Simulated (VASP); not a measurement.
Input of a VASP 6.6.1 run:

INCAR

```
SYSTEM = CaBiPF
ALGO = Normal
EDIFF = 1E-7
ENCUT = 520
GGA = PE
ISIF = 2
ISMEAR = 0
LASPH = .True.
LCHARG = .False.
LREAL = .False.
LWAVE = .False.
NBANDS = 47
NELM = 100
PREC = Accurate
SIGMA = 0.1
```

Contents of KPOINTS:

```
k-points
0
Gamma
  3 3 2
  0 0 0
```

The input POSCAR:

```
CaBiPF
1.0
    5.9479960000      0.4438160000      0.4578900000
   -0.3583980000      5.5131990000      0.4400400000
   -0.5017040000     -0.3453460000      6.9798070000
P Bi F Ca
2 2 2 2
Direct
    0.0310506006      0.7616758980      0.9187005283
    0.5195365643      0.1226534130      0.3028073691
    0.2349579441      0.2630997870      0.9611334062
    0.5435473863      0.7568335532      0.9809669595
    0.6415084972      0.5175674127      0.3116436185
    0.3107262907      0.1087457003      0.5953101684
    0.7360668094      0.2836929713      0.6819248890
    0.1914679718      0.6450724007      0.4496796360
```

Potentials or basis: VASP PAW PBE potentials, release 64 (P, Bi_d, F, Ca_sv).

Command:

```sh
$ cat potpaw_PBE.64/P/POTCAR potpaw_PBE.64/Bi_d/POTCAR potpaw_PBE.64/F/POTCAR potpaw_PBE.64/Ca_sv/POTCAR > POTCAR
$ mpirun -np 1 vasp_std > vasp.out
```

Problem. Predict the pressure.

Solution. -5.0 GPa.

Problem. What does it give for the band gap on the k mesh?

Solution. Zero (bands 37 and 38 overlap by 0.15 eV).

Forces in eV/Å, atoms in the order of the input:
```
P   -0.051 -0.381 -0.466
P   -0.299 -0.840 -1.318
Bi   0.212  0.021  0.350
Bi   0.104  0.521  0.514
F   -0.036  0.162  1.200
F   -0.169  0.336  0.065
Ca  -0.524 -0.545 -0.172
Ca   0.763  0.726 -0.174
```

Caveat: the k points lie up to 0.45 Å⁻¹ apart; spin-orbit coupling is left out, which moves the levels of the heavy elements.
